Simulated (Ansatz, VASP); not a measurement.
## Two plane-wave programs on ZrS

```
CELL_PARAMETERS angstrom
0.00000 2.53409 2.53409
2.53409 0.00000 2.53409
2.53409 2.53409 0.00000
ATOMIC_POSITIONS crystal
Zr 0.00000 0.00000 0.00000
S 0.50000 0.50000 0.50000
```

Change from the starting cell: strain -0.030 along x and y, -0.030 along z, atoms carried along.

Alike in both runs: task single point; functional r2SCAN; k mesh 20 × 20 × 20; occupations gaussian, width 0.15 eV; no spin polarisation.

|  | VASP | Ansatz |
| --- | --- | --- |
| version | VASP 6.6.1 | Ansatz 0.2.0 |
| potentials or method | VASP PAW PBE potentials, release 64 (Zr_sv, S), cutoff 520 eV | scalar-relativistic, plane waves, PAW |
| valence electrons in the cell | 18 | 18 |

```csv
,VASP,Ansatz,Ansatz less VASP
gap on the k mesh at the Fermi level (eV),none,none,-
pressure (GPa),15.6,15.6,+0.01
```

VASP's potentials were made for PBE, not for r2SCAN. A gap of «none» marks a metal or a gap that the smearing closes. The functional is the same, so the differences come from potentials, cutoffs and numerics.
